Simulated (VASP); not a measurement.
# Mg2Zn3O (P-6m2) in VASP: single point with PBE

Aim: the single point of Mg2Zn3O with PBE.

Program: VASP 6.6.1. These are calculated values, not measurements. Logs are shortened: lines on timing, memory, paths and dates and some standing lists are left out, and cuts for length are marked.

## (1) The cell of the first run

Symmetry: P-6m2, No. 187, hexagonal system. Conventional cell: a = 5.871 Å, b = 5.871 Å, c = 4.415 Å, α = 90.00°, β = 90.00°, γ = 120.00°. Within 4.5 Å of Mg (site symmetry -6m2) lie 5 Mg at 3.39 to 4.42 Å and 12 Zn at 3.68 Å and 6 O at 4.04 Å. Mg (site symmetry -6m2) has 6 Zn at 2.68 Å and 3 Mg at 3.39 Å within 3.5 Å. Zn (site symmetry mm2) has 1 O at 1.87 Å within 2.5 Å. Within 2.5 Å of O (site symmetry -6m2) lie 3 Zn at 1.87 Å.

## (2) Single point, PBE

Contents of INCAR:

```
SYSTEM = Mg2Zn3O
ALGO = Normal
EDIFF = 1E-6
ENCUT = 600
GGA = PE
GGA_COMPAT = .False.
ISIF = 2
ISMEAR = 0
LASPH = .True.
LCHARG = .False.
LREAL = .False.
LWAVE = .False.
NBANDS = 32
NELM = 120
PREC = Accurate
SIGMA = 0.2
```

Contents of KPOINTS:

```
k-points
0
Gamma
  4 4 3
  0 0 0
```

Contents of POSCAR:

```
Mg2Zn3O
1.0
    5.8706380012      0.0000000037      0.0000000000
   -2.9353190038      5.0841216436      0.0000000000
    0.0000000000      0.0000000000      4.4151999740
Mg Zn O
2 3 1
Direct
    0.3333333333      0.6666666667      0.0000000000
    0.6666666667      0.3333333333      0.0000000000
    0.8158035922      0.1841964078      0.5000000000
    0.8158035922      0.6316071843      0.5000000000
    0.3683928157      0.1841964078      0.5000000000
    0.0000000000      0.0000000000      0.5000000000
```

Potentials or basis: VASP PAW PBE potentials, release 64 (Mg, Zn, O).

Run with:

```console
$ cat potpaw_PBE.64/Mg/POTCAR potpaw_PBE.64/Zn/POTCAR potpaw_PBE.64/O/POTCAR > POTCAR
$ mpirun -np 1 vasp_std > vasp.out
```

OUTCAR:

```text
SYSTEM = Mg2Zn3O
   EDIFF = 1E-6
   ENCUT = 600
   GGA = PE
   ISIF = 2
   ISMEAR = 0
   LASPH = .True.
   LREAL = .False.
   NELM = 120
   PREC = Accurate

 ion  position               nearest neighbor table
   1  0.333  0.667  0.000-   2 3.39   2 3.39   2 3.39
   2  0.667  0.333  0.000-   4 2.68   4 2.68   3 2.68   3 2.68   5 2.68   5 2.68   1 3.39   1 3.39
                             1 3.39
   3  0.816  0.184  0.500-   6 1.87   4 2.63   5 2.63   2 2.68   2 2.68
   4  0.816  0.632  0.500-   6 1.87   3 2.63   5 2.63   2 2.68   2 2.68
   5  0.368  0.184  0.500-   6 1.87   4 2.63   3 2.63   2 2.68   2 2.68
   6  0.000  0.000  0.500-   3 1.87   4 1.87   5 1.87

  LATTYP: Found a hexagonal cell.
 ALAT       =     5.8706380012
 C/A-ratio  =     0.7520817964

  Lattice vectors:

 A1 = (   5.8706380012,   0.0000000037,   0.0000000000)
 A2 = (  -2.9353190038,   5.0841216436,   0.0000000000)
 A3 = (   0.0000000000,   0.0000000000,   4.4151999740)

Analysis of symmetry for initial positions (statically):
=====================================================================
 Subroutine PRICEL returns:
 Original cell was already a primitive cell.

 Routine SETGRP: Setting up the symmetry group for a
 hexagonal supercell.

 Subroutine GETGRP returns: Found 12 space group operations
 (whereof 12 operations were pure point group operations)
 out of a pool of 24 trial point group operations.

The static configuration has the point symmetry D_3h.

Analysis of symmetry for dynamics (positions and initial velocities):
=====================================================================
 Subroutine PRICEL returns:
 Original cell was already a primitive cell.

 Routine SETGRP: Setting up the symmetry group for a
 hexagonal supercell.

 Subroutine GETGRP returns: Found 12 space group operations
 (whereof 12 operations were pure point group operations)
 out of a pool of 24 trial point group operations.

The dynamic configuration has the point symmetry D_3h.

 Subroutine INISYM returns: Found 12 space group operations
 (whereof 12 operations are pure point group operations),
 and found     1 'primitive' translations

----------------------------------------------------------------------------------------

                                     Primitive cell

  volume of cell :     131.7806

  direct lattice vectors                    reciprocal lattice vectors
     5.870638001  0.000000004  0.000000000     0.170339237  0.098345405  0.000000000
    -2.935319004  5.084121644  0.000000000    -0.000000000  0.196690809  0.000000000
     0.000000000  0.000000000  4.415199974     0.000000000  0.000000000  0.226490308

  length of vectors
     5.870638001  5.870638001  4.415199974     0.196690809  0.196690809  0.226490308

  position of ions in fractional coordinates (direct lattice)
     0.333333333  0.666666667  0.000000000
     0.666666667  0.333333333  0.000000000
     0.815803592  0.184196408  0.500000000
     0.815803592  0.631607184  0.500000000
     0.368392816  0.184196408  0.500000000
     0.000000000  0.000000000  0.500000000

  ion indices of the primitive-cell ions
   primitive index   ion index
                 1           1
                 2           2
                 3           3
                 4           4
                 5           5
                 6           6

----------------------------------------------------------------------------------------

 KPOINTS: k-points

Automatic generation of k-mesh.
 Grid dimensions read from file:
 generate k-points for:    4    4    3

 Generating k-lattice:

  Cartesian coordinates                     Fractional coordinates (reciprocal lattice)
     0.042584809  0.024586351  0.000000000     0.250000000  0.000000000  0.000000000
    -0.000000000  0.049172702  0.000000000     0.000000000  0.250000000  0.000000000
     0.000000000  0.000000000  0.075496769     0.000000000  0.000000000  0.333333333

  Length of vectors
     0.049172702  0.049172702  0.075496769

  Shift w.r.t. Gamma in fractional coordinates (k-lattice)
     0.000000000  0.000000000  0.000000000

 Subroutine IBZKPT returns following result:
 ===========================================

 Found      8 irreducible k-points:

 Following reciprocal coordinates:
            Coordinates               Weight
  0.000000  0.000000  0.000000      1.000000
  0.250000 -0.000000  0.000000      6.000000
  0.500000 -0.000000  0.000000      3.000000
  0.250000  0.250000  0.000000      6.000000
  0.000000  0.000000  0.333333      2.000000
  0.250000 -0.000000  0.333333     12.000000
  0.500000 -0.000000  0.333333      6.000000
  0.250000  0.250000  0.333333     12.000000
   k-points           NKPTS =      8   k-points in BZ     NKDIM =      8   number of bands    NBANDS=     32
   number of dos      NEDOS =    301   number of ions     NIONS =      6
   total plane-waves  NPLWV =  82944
   dimension x,y,z NGX =    48 NGY =   48 NGZ =   36
   dimension x,y,z NGXF=    96 NGYF=   96 NGZF=   72
   ions per type =               2   3   1
   NGX,Y,Z   is equivalent  to a cutoff of  13.59, 13.59, 13.56 a.u.
   NGXF,Y,Z  is equivalent  to a cutoff of  27.19, 27.19, 27.11 a.u.
 SYSTEM =  Mg2Zn3O
   PREC   = accura    normal or accurate (medium, high low for compatibility)
   ISTART =      0    job   : 0-new  1-cont  2-samecut
   ICHARG =      2    charge: 1-file 2-atom 10-const
   ISPIN  =      1    spin polarized calculation?
   LNONCOLLINEAR =      F non collinear calculations
   LSORBIT =      F    spin-orbit coupling
   LASPH  =      T    aspherical Exc in radial PAW
   ENCUT  =  600.0 eV  44.10 Ry    6.64 a.u.  11.73 11.73  8.82*2*pi/ulx,y,z
   NELM   =    120;   NELMIN=  2; NELMDL= -5     # of ELM steps
   EDIFF  = 0.1E-05   stopping-criterion for ELM
   LREAL  =      F    real-space projection
   EDIFFG = 0.1E-04   stopping-criterion for IOM
   NSW    =      0    number of steps for IOM
   IBRION =     -1    ionic relax: 0-MD 1-quasi-New 2-CG
   NFREE  =      0    steps in history (QN), initial steepest desc. (CG)
   ISIF   =      2    stress and relaxation
   ISYM   =      2    0-nonsym 1-usesym 2-fastsym
   POTIM  = 0.5000    time-step for ionic-motion
   TEBEG  =    0.0;   TEEND  =   0.0 temperature during run
   PSTRESS=    0.0 pullay stress
   NELECT =      46.0000    total number of electrons
   NUPDOWN=      -1.0000    fix difference up-down
   EMIN   =  10.00;   EMAX   =-10.00  energy-range for DOS
   EFERMI =   0.00;   METHOD = LEGACY
   ISMEAR =     0;   SIGMA  =   0.20  broadening in eV -4-tet -1-fermi 0-gaus
   EFERMI_NEDOS =   21; number of points for ismear=-14 and -15
   IALGO  =     38    algorithm
   IMIX   =      4    mixing-type and parameters
     AMIX     =   0.40;   BMIX     =  1.00
     AMIX_MAG =   1.60;   BMIX_MAG =  1.00
  volume/ion in A,a.u.               =      21.96       148.22
  Fermi-wavevector in a.u.,A,eV,Ry     =   1.152684  2.178257 18.077792  1.328680
  Thomas-Fermi vector in A             =   2.289333
   LORBIT       =      0    0 simple, 1 ext, 2 COOP (PROOUT), +10 PAW based schemes
   GGA     = PE    functional components
   LHFCALC =     F    Hartree Fock is set to
   AEXX    =    0.0000 exact exchange contribution
   IVDW    =     0    specifies the selected vdW correction
   LEPSILON=     F    determine dielectric tensor
   LRPA    =     F    only Hartree local field effects (RPA)
 non-spin polarized calculation
 Gauss-broadening in eV      SIGMA  =   0.20
  energy-cutoff  :      600.00
  volume of cell :      131.78
 maximum number of plane-waves:      4416
 NGX is ok and might be reduce to    48
   NGX = 23   NGY = 23   NGZ = 17

 number of electron      46.0000004 magnetization

 Free energy of the ion-electron system (eV)
  ---------------------------------------------------
  ext. energy  EPLUGINS =         0.00000000
  ---------------------------------------------------
  free energy    TOTEN  =       -12.05173367 eV

  energy without entropy =      -12.01440186  energy(sigma->0) =      -12.03306777

 E-fermi :   1.4211     XC(G=0):  -8.6964

 val. band max:        1.4205544043   @ k =   0.2500   0.2500   0.3333
 cond. band min:       1.6477973428   @ k =   0.2500  -0.0000   0.0000
 fundamental gap:      0.2272429385
 Fermi energy:         1.4210738758

 k-point     1 :       0.0000    0.0000    0.0000
  band No.  band energies     occupation
      1     -17.6960      2.00000
      2      -6.8326      2.00000
      3      -6.8326      2.00000
      4      -6.4231      2.00000
      5      -6.1222      2.00000
      6      -6.0218      2.00000
[... 24 lines left out ...]
     31       7.3090      0.00000
     32       7.4554      0.00000

 k-point     2 :       0.2500   -0.0000    0.0000
  band No.  band energies     occupation
      1     -17.6908      2.00000
      2      -7.0671      2.00000
      3      -6.7426      2.00000
      4      -6.3567      2.00000
      5      -6.1342      2.00000
      6      -6.1010      2.00000
[... 24 lines left out ...]
     31       7.3523      0.00000
     32       7.3854      0.00000

 k-point     3 :       0.5000   -0.0000    0.0000
  band No.  band energies     occupation
      1     -17.6856      2.00000
      2      -7.2446      2.00000
      3      -6.6236      2.00000
      4      -6.2499      2.00000
      5      -6.1489      2.00000
      6      -6.0811      2.00000
[... 24 lines left out ...]
     31       6.4153      0.00000
     32       6.9015      0.00000

 k-point     4 :       0.2500    0.2500    0.0000
  band No.  band energies     occupation
      1     -17.6856      2.00000
      2      -7.2423      2.00000
      3      -6.6452      2.00000
      4      -6.2468      2.00000
      5      -6.1086      2.00000
      6      -6.0838      2.00000
[... 24 lines left out ...]
     31       6.2142      0.00000
     32       6.7798      0.00000

 k-point     5 :       0.0000    0.0000    0.3333
  band No.  band energies     occupation
      1     -17.6885      2.00000
      2      -6.8291      2.00000
      3      -6.8291      2.00000
      4      -6.4774      2.00000
      5      -6.0579      2.00000
      6      -6.0304      2.00000
[... 24 lines left out ...]
     31       5.8462      0.00000
     32       6.8499      0.00000

 k-point     6 :       0.2500   -0.0000    0.3333
  band No.  band energies     occupation
      1     -17.6836      2.00000
      2      -7.0334      2.00000
      3      -6.7391      2.00000
      4      -6.4118      2.00000
      5      -6.1222      2.00000
      6      -6.0456      2.00000
[... 24 lines left out ...]
     31       6.4944      0.00000
     32       8.0903      0.00000

 k-point     7 :       0.5000   -0.0000    0.3333
  band No.  band energies     occupation
      1     -17.6786      2.00000
      2      -7.1975      2.00000
      3      -6.6201      2.00000
      4      -6.3077      2.00000
      5      -6.1418      2.00000
      6      -6.0873      2.00000
[... 24 lines left out ...]
     31       7.0407      0.00000
     32       7.7724      0.00000

 k-point     8 :       0.2500    0.2500    0.3333
  band No.  band energies     occupation
      1     -17.6786      2.00000
      2      -7.1960      2.00000
      3      -6.6415      2.00000
      4      -6.3057      2.00000
      5      -6.1002      2.00000
      6      -6.0898      2.00000
[... 24 lines left out ...]
     31       6.9180      0.00000
     32       8.3868      0.00000

------------------------ aborting loop because EDIFF is reached ----------------------------------------

  FORCE on cell =-STRESS in cart. coord.  units (eV):
  Direction    XX          YY          ZZ          XY          YZ          ZX
  --------------------------------------------------------------------------------------
  -------------------------------------------------------------------------------------
  Total        0.6409758      0.6409758     -0.0712652      0.0000000     -0.0000000      0.0000000
  in kB        7.7929269      7.7929269     -0.8664362      0.0000000     -0.0000000      0.0000000
  external PRESSURE =       4.9064725 kB  Pullay stress =       0.0000000 kB

 VOLUME and BASIS-vectors are now :
 -----------------------------------------------------------------------------
  energy-cutoff  :      600.00
  volume of cell :      131.78
      direct lattice vectors                 reciprocal lattice vectors
     5.870638001  0.000000004  0.000000000     0.170339237  0.098345405  0.000000000
    -2.935319004  5.084121644  0.000000000    -0.000000000  0.196690809  0.000000000
     0.000000000  0.000000000  4.415199974     0.000000000  0.000000000  0.226490308

 POSITION                                       TOTAL-FORCE (eV/Angst)
 -----------------------------------------------------------------------------------
     -0.00000      3.38941      0.00000         0.000000     -0.000000     -0.000000
      2.93532      1.69471      0.00000         0.000000     -0.000000     -0.000000
      4.24861      0.93648      2.20760        -0.055936      0.032294      0.000000
      2.93532      3.21117      2.20760         0.000000     -0.064589     -0.000000
      1.62203      0.93648      2.20760         0.055936      0.032294      0.000000
      0.00000      0.00000      2.20760         0.000000      0.000000     -0.000000
 -----------------------------------------------------------------------------------
    total drift:                                0.000004     -0.000002     -0.000000

  FREE ENERGIE OF THE ION-ELECTRON SYSTEM (eV)
  ---------------------------------------------------
  free  energy   TOTEN  =       -12.0517336668 eV

  energy  without entropy=      -12.0144018641  energy(sigma->0) =      -12.03306777
```

It took 27 s on 1 thread of Intel Xeon 6975P-C (Granite Rapids), shared host; peak memory 0.28 GiB.

What came out:

- Free energy: -12.0517 eV
- Pressure: 0.5 GPa
- Largest force: 0.065 eV/Å
- Band gap on the k mesh: zero (band 23 reaches 2.21 eV, above the bottom of band 24 at 1.20 eV)

Forces in eV/Å, atoms in the order of the input:
```
Mg   0.000  0.000  0.000
Mg   0.000  0.000  0.000
Zn  -0.056  0.032  0.000
Zn   0.000 -0.065  0.000
Zn   0.056  0.032  0.000
O    0.000  0.000  0.000
```

Caveat: the k points lie up to 0.47 Å⁻¹ apart.
